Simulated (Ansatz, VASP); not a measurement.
Ru: VASP beside Ansatz

```
Ru
1.0
     2.80727    0.00000    0.00000
    -1.40363    2.25542    0.00000
     0.00000    0.00000    4.28190
Ru
2
Direct
  0.33333 0.66667 0.25000
  0.66667 0.33333 0.75000
```

Change from the starting cell: strain +0.0375 x Voigt [1, -1, 0, 0, 0, 0], atoms carried along.

Alike in both runs: task single point; functional PBEsol; k mesh 24 × 24 × 12; occupations gaussian, width 0.15 eV; no spin polarisation.

|  | VASP | Ansatz |
| --- | --- | --- |
| version | VASP 6.6.1 | Ansatz 0.2.0 |
| potentials or method | VASP PAW PBE potentials, release 64 (Ru_pv), cutoff 520 eV | scalar-relativistic, plane waves, PAW |
| valence electrons in the cell | 28 | 32 |

```csv
,VASP,Ansatz,Ansatz less VASP
gap on the k mesh at the Fermi level (eV),none,none,-
pressure (GPa),-4.6,-4.5,+0.04
"traceless stress, the component that is largest in VASP (GPa)",15.60,15.61,+0.011
rms of the force components (eV/Å),0.118,0.117,-0.0008
```

VASP's potentials were made for PBE, not for PBEsol. Atom by atom the forces differ by 0.001 eV/Å (rms over components). A gap of «none» marks a metal or a gap that the smearing closes. VASP's potentials hold 28 valence electrons a cell and Ansatz's 32, so a difference there can come from the potentials and not from the codes.
